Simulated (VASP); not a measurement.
Write the native input for VASP 6.6.1 that does the following.

```yaml
Task: relaxation of cell and atoms
Functional: LDA
Potentials_or_basis: VASP PAW LDA potentials, release 64 (Os)
Cutoff: 600 eV
k_mesh: 9 × 9 × 5
Occupations: gaussian, width 0.1 eV
Spin: no spin polarisation
Dipole_correction: no
Further_INCAR_settings: ALGO = Normal; EDIFF = 1e-06; IBRION = 2; EDIFFG = -0.02; NSW = 80; ISIF = 3
```

The structure of Os lies in POSCAR:

```
Os
1.0
    2.7341000000      0.0000000000      0.0000000000
   -1.3670500000      2.3678000600      0.0000000000
    0.0000000000      0.0000000000      4.3197000000
Os
2
Direct
    0.3333333326      0.6666666653      0.2500000000
    0.6666666674      0.3333333347      0.7500000000
```

These files were run (other wordings do the same):

INCAR

```
ALGO = Normal
EDIFF = 1E-6
EDIFFG = -0.02
ENCUT = 600
IBRION = 2
ISIF = 3
ISMEAR = 0
LASPH = True
LCHARG = False
LREAL = False
LWAVE = False
NELM = 60
NSW = 80
PREC = Accurate
SIGMA = 0.1
```

KPOINTS

```
k-points
0
Gamma
  9 9 5
```

Potentials or basis: VASP PAW LDA potentials, release 64 (Os).

The run is started by

```sh
$ cat potpaw_LDA.64/Os/POTCAR > POTCAR
$ mpirun -np 1 vasp_std > vasp.out
```

Results of the run:

* Relaxed volume: 13.72 Å³/atom
* Relaxed cell: a = 2.716 Å, b = 2.716 Å, c = 4.297 Å, α = 90.00°, β = 90.00°, γ = 120.00°
* Space group after relaxing (to 0.05 Å): P6_3/mmc (No. 194)
* Energy gained by relaxing: 6.6 meV/atom
* Ionic steps: 7
* Pressure after relaxing: 0.1 GPa
* Band gap on the k mesh: zero (band 8 reaches 11.78 eV, above the bottom of band 9 at 7.82 eV)

Caveat: spin-orbit coupling is left out, which moves the levels of the heavy elements.

Run time: 99 s on 1 thread of AMD EPYC 7571, with other jobs on the host, peak memory 0.12 GiB.
